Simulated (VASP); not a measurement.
The system is Pd.

```
CELL_PARAMETERS angstrom
2.75000 0.00000 0.00000
-1.37500 2.38157 0.00000
0.00000 0.00000 4.49075
ATOMIC_POSITIONS crystal
Pd 0.33333 0.66667 0.25000
Pd 0.66667 0.33333 0.75000
```

```yaml
Program: VASP 6.6.1
Task: relaxation of cell and atoms
Functional: LDA
Potentials_or_basis: VASP PAW LDA potentials, release 64 (Pd)
Cutoff: 600 eV
k_mesh: 9 × 9 × 5
Occupations: methfessel-paxton, width 0.1 eV
Spin: no spin polarisation
```

At the start: pressure -6.8 GPa; volume 14.71 Å³/atom.

Question: Where does the relaxation end?

Answer: Over 10 steps the energy falls by 14.5 meV/atom and the volume is 14.22 Å³/atom (-3.3 %); space group P6_3/mmc (No. 194, to 0.05 Å).

Step by step:
| step | energy change (eV) | largest force (eV/Å) | pressure (GPa) | volume (Å³) |
| --- | --- | --- | --- | --- |
| 1 | 0.0000 | 0.0000 | -6.81 | 29.41 |
| 2 | 0.0457 | 0.0000 | 15.27 | 26.83 |
| 3 | -0.0233 | 0.0000 | 0.20 | 28.42 |
| 4 | -0.0233 | 0.0000 | 0.36 | 28.40 |
| 5 | -0.0272 | 0.0000 | 0.28 | 28.40 |
| 6 | -0.0290 | 0.0000 | 0.28 | 28.40 |
| 7 | -0.0290 | 0.0000 | 0.29 | 28.40 |
| 8 | -0.0290 | 0.0000 | 0.29 | 28.40 |
| 9 | -0.0289 | 0.0000 | -0.61 | 28.51 |
| 10 | -0.0291 | 0.0000 | -0.01 | 28.43 |

Final structure:
```yaml
crystal:
  lattice:
    - [2.68907, 0.00000, 0.00000]
    - [-1.34454, 2.32880, 0.00000]
    - [0.00000, 0.00000, 4.54019]
  atoms:
    - { symbol: Pd, position: [0.33333, 0.66667, 0.25000] }
    - { symbol: Pd, position: [0.66667, 0.33333, 0.75000] }
```
